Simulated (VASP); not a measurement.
# WS2 in VASP: single point with PBEsol

Aim: the single point of WS2 with PBEsol.

Everything below comes from runs of VASP 6.6.1. Logs are shortened: lines on timing, memory, paths and dates and some standing lists are left out, and cuts for length are marked.

**1. The cell of the first run**

The cell holds a slab with vacuum, 12 atoms: a = 3.156 Å, b = 3.156 Å, c = 62.764 Å, α = 90.00°, β = 90.00°, γ = 120.00°.

**2. Single point, PBEsol**

File INCAR:

```
PREC = Accurate ; ENCUT = 400
EDIFF = 1E-6 ; ISMEAR = 0
SIGMA = 0.02 ; LREAL = False
LASPH = True ; NELM = 120
ALGO = Normal ; ISIF = 2
LWAVE = False ; LCHARG = False
LDIPOL = True ; IDIPOL = 3
DIPOL = 0.5 0.5 0.500 ; GGA = PS
NBANDS = 64 ; GGA_COMPAT = False
NELMDL = -8
```

File KPOINTS:

```
Automatic mesh
0
Gamma
  12 12 1
```

File POSCAR:

```
WS2
1.0
    3.1556636460      0.0000000000      0.0000000000
   -1.5778318230      2.7328848830      0.0000000000
    0.0000000000      0.0000000000     62.7644110220
S W
8 4
Direct
    0.3333333333      0.6666666667      0.3296629797
    0.3333333333      0.6666666667      0.3798813131
    0.6666666667      0.3333333333      0.4265434570
    0.6666666667      0.3333333333      0.4767089551
    0.3333333333      0.6666666667      0.5232910449
    0.3333333333      0.6666666667      0.5734565430
    0.6666666667      0.3333333333      0.6201186869
    0.6666666667      0.3333333333      0.6703370203
    0.6666666667      0.3333333333      0.3547874299
    0.3333333333      0.6666666667      0.4516266441
    0.6666666667      0.3333333333      0.5483733559
    0.3333333333      0.6666666667      0.6452125701
```

Potentials or basis: VASP PAW PBE potentials, release 64 (S, W_sv).

The run is started by

```
> cat potpaw_PBE.64/S/POTCAR potpaw_PBE.64/W_sv/POTCAR > POTCAR
> mpirun -np 1 vasp_std > vasp.out
```

OUTCAR:

```text
PREC = Accurate
   ENCUT = 400
   EDIFF = 1E-6
   ISMEAR = 0
   LREAL = False
   LASPH = True
   NELM = 120
   ISIF = 2
   GGA = PS
   NELMDL = -8

 ion  position               nearest neighbor table
   1  0.333  0.667  0.330-   9 2.41   9 2.41   9 2.41
   2  0.333  0.667  0.380-   9 2.41   9 2.41   9 2.41
   3  0.667  0.333  0.427-  10 2.41  10 2.41  10 2.41
   4  0.667  0.333  0.477-  10 2.41  10 2.41  10 2.41
   5  0.333  0.667  0.523-  11 2.41  11 2.41  11 2.41
   6  0.333  0.667  0.573-  11 2.41  11 2.41  11 2.41
   7  0.667  0.333  0.620-  12 2.41  12 2.41  12 2.41
   8  0.667  0.333  0.670-  12 2.41  12 2.41  12 2.41
   9  0.667  0.333  0.355-   2 2.41   2 2.41   2 2.41   1 2.41   1 2.41   1 2.41
  10  0.333  0.667  0.452-   4 2.41   4 2.41   4 2.41   3 2.41   3 2.41   3 2.41
  11  0.667  0.333  0.548-   5 2.41   5 2.41   5 2.41   6 2.41   6 2.41   6 2.41
  12  0.333  0.667  0.645-   7 2.41   7 2.41   7 2.41   8 2.41   8 2.41   8 2.41

  LATTYP: Found a hexagonal cell.
 ALAT       =     3.1556636460
 C/A-ratio  =    19.8894489600

  Lattice vectors:

 A1 = (   3.1556636460,   0.0000000000,   0.0000000000)
 A2 = (  -1.5778318230,   2.7328848830,   0.0000000000)
 A3 = (   0.0000000000,   0.0000000000,  62.7644110220)

Analysis of symmetry for initial positions (statically):
=====================================================================
 Subroutine PRICEL returns:
 Original cell was already a primitive cell.

 Routine SETGRP: Setting up the symmetry group for a
 hexagonal supercell.

 Subroutine GETGRP returns: Found 12 space group operations
 (whereof 12 operations were pure point group operations)
 out of a pool of 24 trial point group operations.

The static configuration has the point symmetry D_3d.

Analysis of symmetry for dynamics (positions and initial velocities):
=====================================================================
 Subroutine PRICEL returns:
 Original cell was already a primitive cell.

 Routine SETGRP: Setting up the symmetry group for a
 hexagonal supercell.

 Subroutine GETGRP returns: Found 12 space group operations
 (whereof 12 operations were pure point group operations)
 out of a pool of 24 trial point group operations.

The dynamic configuration has the point symmetry D_3d.

 Subroutine INISYM returns: Found 12 space group operations
 (whereof 12 operations are pure point group operations),
 and found     1 'primitive' translations

----------------------------------------------------------------------------------------

                                     Primitive cell

  volume of cell :     541.2844

  direct lattice vectors                    reciprocal lattice vectors
     3.155663646  0.000000000  0.000000000     0.316890554  0.182956846  0.000000000
    -1.577831823  2.732884883  0.000000000     0.000000000  0.365913693  0.000000000
     0.000000000  0.000000000 62.764411022     0.000000000  0.000000000  0.015932596

  length of vectors
     3.155663646  3.155663646 62.764411022     0.365913693  0.365913693  0.015932596

  position of ions in fractional coordinates (direct lattice)
     0.333333333  0.666666667  0.329662980
     0.333333333  0.666666667  0.379881313
     0.666666667  0.333333333  0.426543457
     0.666666667  0.333333333  0.476708955
     0.333333333  0.666666667  0.523291045
     0.333333333  0.666666667  0.573456543
     0.666666667  0.333333333  0.620118687
     0.666666667  0.333333333  0.670337020
     0.666666667  0.333333333  0.354787430
     0.333333333  0.666666667  0.451626644
     0.666666667  0.333333333  0.548373356
     0.333333333  0.666666667  0.645212570

  ion indices of the primitive-cell ions
   primitive index   ion index
                 1           1
                 2           2
                 3           3
                 4           4
                 5           5
                 6           6
                 7           7
                 8           8
                 9           9
                10          10
                11          11
                12          12

----------------------------------------------------------------------------------------

 KPOINTS: Automatic mesh

Automatic generation of k-mesh.
 Grid dimensions read from file:
 generate k-points for:   12   12    1

 Generating k-lattice:

  Cartesian coordinates                     Fractional coordinates (reciprocal lattice)
     0.026407546  0.015246404  0.000000000     0.083333333  0.000000000  0.000000000
     0.000000000  0.030492808  0.000000000     0.000000000  0.083333333  0.000000000
     0.000000000  0.000000000  0.015932596     0.000000000  0.000000000  1.000000000

  Length of vectors
     0.030492808  0.030492808  0.015932596

  Shift w.r.t. Gamma in fractional coordinates (k-lattice)
     0.000000000  0.000000000  0.000000000

 Subroutine IBZKPT returns following result:
 ===========================================

 Found     19 irreducible k-points:

 Following reciprocal coordinates:
            Coordinates               Weight
  0.000000  0.000000  0.000000      1.000000
  0.083333 -0.000000  0.000000      6.000000
  0.166667 -0.000000  0.000000      6.000000
  0.250000 -0.000000  0.000000      6.000000
  0.333333 -0.000000  0.000000      6.000000
  0.416667  0.000000  0.000000      6.000000
[... 11 lines left out ...]
  0.333333  0.250000  0.000000     12.000000
  0.333333  0.333333  0.000000      2.000000
   k-points           NKPTS =     19   k-points in BZ     NKDIM =     19   number of bands    NBANDS=     64
   number of dos      NEDOS =    301   number of ions     NIONS =     12
   total plane-waves  NPLWV = 241920
   dimension x,y,z NGX =    24 NGY =   24 NGZ =  420
   dimension x,y,z NGXF=    48 NGYF=   48 NGZF=  840
   ions per type =               8   4
   NGX,Y,Z   is equivalent  to a cutoff of  12.64, 12.64, 11.12 a.u.
   NGXF,Y,Z  is equivalent  to a cutoff of  25.29, 25.29, 22.25 a.u.
 SYSTEM =  unknown system
   PREC   = accura    normal or accurate (medium, high low for compatibility)
   ISTART =      0    job   : 0-new  1-cont  2-samecut
   ICHARG =      2    charge: 1-file 2-atom 10-const
   ISPIN  =      1    spin polarized calculation?
   LNONCOLLINEAR =      F non collinear calculations
   LSORBIT =      F    spin-orbit coupling
   LASPH  =      T    aspherical Exc in radial PAW
   ENCUT  =  400.0 eV  29.40 Ry    5.42 a.u.   5.15  5.15102.35*2*pi/ulx,y,z
   NELM   =    120;   NELMIN=  2; NELMDL= -8     # of ELM steps
   EDIFF  = 0.1E-05   stopping-criterion for ELM
   LREAL  =      F    real-space projection
   EDIFFG = 0.1E-04   stopping-criterion for IOM
   NSW    =      0    number of steps for IOM
   IBRION =     -1    ionic relax: 0-MD 1-quasi-New 2-CG
   NFREE  =      0    steps in history (QN), initial steepest desc. (CG)
   ISIF   =      2    stress and relaxation
   ISYM   =      2    0-nonsym 1-usesym 2-fastsym
   POTIM  = 0.5000    time-step for ionic-motion
   TEBEG  =    0.0;   TEEND  =   0.0 temperature during run
   PSTRESS=    0.0 pullay stress
   NELECT =     104.0000    total number of electrons
   NUPDOWN=      -1.0000    fix difference up-down
   EMIN   =  10.00;   EMAX   =-10.00  energy-range for DOS
   EFERMI =   0.00;   METHOD = LEGACY
   ISMEAR =     0;   SIGMA  =   0.02  broadening in eV -4-tet -1-fermi 0-gaus
   EFERMI_NEDOS =   21; number of points for ismear=-14 and -15
   IALGO  =     38    algorithm
   IMIX   =      4    mixing-type and parameters
     AMIX     =   0.40;   BMIX     =  1.00
     AMIX_MAG =   1.60;   BMIX_MAG =  1.00
  volume/ion in A,a.u.               =      45.11       304.40
  Fermi-wavevector in a.u.,A,eV,Ry     =   0.944664  1.785156 12.141708  0.892390
  Thomas-Fermi vector in A             =   2.072491
   LORBIT       =      0    0 simple, 1 ext, 2 COOP (PROOUT), +10 PAW based schemes
   GGA     = PS    functional components
   LHFCALC =     F    Hartree Fock is set to
   AEXX    =    0.0000 exact exchange contribution
   IVDW    =     0    specifies the selected vdW correction
   LEPSILON=     F    determine dielectric tensor
   LRPA    =     F    only Hartree local field effects (RPA)
 non-spin polarized calculation
 Gauss-broadening in eV      SIGMA  =   0.02
  energy-cutoff  :      400.00
  volume of cell :      541.28
 maximum number of plane-waves:      9881
 NGX is ok and might be reduce to    24
   NGX = 11   NGY = 11   NGZ =205

 number of electron     103.9999984 magnetization

 dipolmoment           0.000000      0.000000     -0.000000 electrons x Angstroem

 Free energy of the ion-electron system (eV)
  ---------------------------------------------------
  ext. energy  EPLUGINS =         0.00000000
  ---------------------------------------------------
  free energy    TOTEN  =      -101.02371367 eV

  energy without entropy =     -101.02371367  energy(sigma->0) =     -101.02371367

 E-fermi :  -0.1033     XC(G=0):  -4.5310

 val. band max:       -0.2032873676   @ k =   0.0000   0.0000   0.0000
 cond. band min:       0.8120475836   @ k =   0.1667   0.1667   0.0000
 fundamental gap:      1.0153349511
 Fermi energy:        -0.1033047073

 k-point     1 :       0.0000    0.0000    0.0000
  band No.  band energies     occupation
      1     -74.7445      2.00000
      2     -74.7445      2.00000
      3     -74.7426      2.00000
      4     -74.7426      2.00000
      5     -39.0087      2.00000
      6     -39.0087      2.00000
[... 56 lines left out ...]
     63       2.2616      0.00000
     64       2.2632      0.00000

 k-point     2 :       0.0833   -0.0000    0.0000
  band No.  band energies     occupation
      1     -74.7432      2.00000
      2     -74.7432      2.00000
      3     -74.7413      2.00000
      4     -74.7413      2.00000
      5     -39.0042      2.00000
      6     -39.0042      2.00000
[... 1195 lines left out ...]
     63       3.2416      0.00000
     64       3.2416      0.00000

------------------------ aborting loop because EDIFF is reached ----------------------------------------

 vacuum level on the upper side and lower side of the slab       (xc-potential included)        -0.010        -0.010

  FORCE on cell =-STRESS in cart. coord.  units (eV):
  Direction    XX          YY          ZZ          XY          YZ          ZX
  --------------------------------------------------------------------------------------
  -------------------------------------------------------------------------------------
  Total       -1.9780885     -1.9780885     -1.5674889     -0.0000000      0.0000000      0.0000000
  in kB       -5.8550526     -5.8550526     -4.6396964     -0.0000000      0.0000000      0.0000000
  external PRESSURE =      -5.4499339 kB  Pullay stress =       0.0000000 kB

 VOLUME and BASIS-vectors are now :
 -----------------------------------------------------------------------------
  energy-cutoff  :      400.00
  volume of cell :      541.28
      direct lattice vectors                 reciprocal lattice vectors
     3.155663646  0.000000000  0.000000000     0.316890554  0.182956846  0.000000000
    -1.577831823  2.732884883  0.000000000     0.000000000  0.365913693  0.000000000
     0.000000000  0.000000000 62.764411022     0.000000000  0.000000000  0.015932596

 POSITION                                       TOTAL-FORCE (eV/Angst)
 -----------------------------------------------------------------------------------
     -0.00000      1.82192     20.69110        -0.000000     -0.000000      0.249601
     -0.00000      1.82192     23.84303        -0.000000      0.000000     -0.257300
      1.57783      0.91096     26.77175         0.000000     -0.000000      0.241732
      1.57783      0.91096     29.92036         0.000000     -0.000000     -0.243684
     -0.00000      1.82192     32.84405        -0.000000      0.000000      0.243684
     -0.00000      1.82192     35.99266        -0.000000      0.000000     -0.241732
      1.57783      0.91096     38.92138         0.000000     -0.000000      0.257300
      1.57783      0.91096     42.07331        -0.000000      0.000000     -0.249601
      1.57783      0.91096     22.26802        -0.000000      0.000000     -0.081999
     -0.00000      1.82192     28.34608        -0.000000      0.000000     -0.002062
      1.57783      0.91096     34.41833         0.000000     -0.000000      0.002062
     -0.00000      1.82192     40.49639         0.000000     -0.000000      0.081999
 -----------------------------------------------------------------------------------
    total drift:                                0.000000     -0.000000      0.000000

  FREE ENERGIE OF THE ION-ELECTRON SYSTEM (eV)
  ---------------------------------------------------
  free  energy   TOTEN  =      -101.0237136746 eV

  energy  without entropy=     -101.0237136746  energy(sigma->0) =     -101.02371367

 vacuum level on the upper side and lower side of the slab         4.857         4.857
```

Wall time 19 min (1 thread of AMD EPYC 7R43 (Zen 3), shared host); peak memory 0.68 GiB.

Results:

| Quantity | Value |
| --- | --- |
| Free energy | -101.0237 eV |
| Largest force | 0.257 eV/Å |
| Band gap on the k mesh | 1.02 eV, indirect (least direct gap 1.84 eV) |

Forces in eV/Å, atoms in the order of the input:
```
S    0.000  0.000  0.250
S    0.000  0.000 -0.257
S    0.000  0.000  0.242
S    0.000  0.000 -0.244
S    0.000  0.000  0.244
S    0.000  0.000 -0.242
S    0.000  0.000  0.257
S    0.000  0.000 -0.250
W    0.000  0.000 -0.082
W    0.000  0.000 -0.002
W    0.000  0.000  0.002
W    0.000  0.000  0.082
```

Caveat: the PAW data sets were made with another functional, which shifts forces and pressure a little; spin-orbit coupling is left out, which moves the levels of the heavy elements.
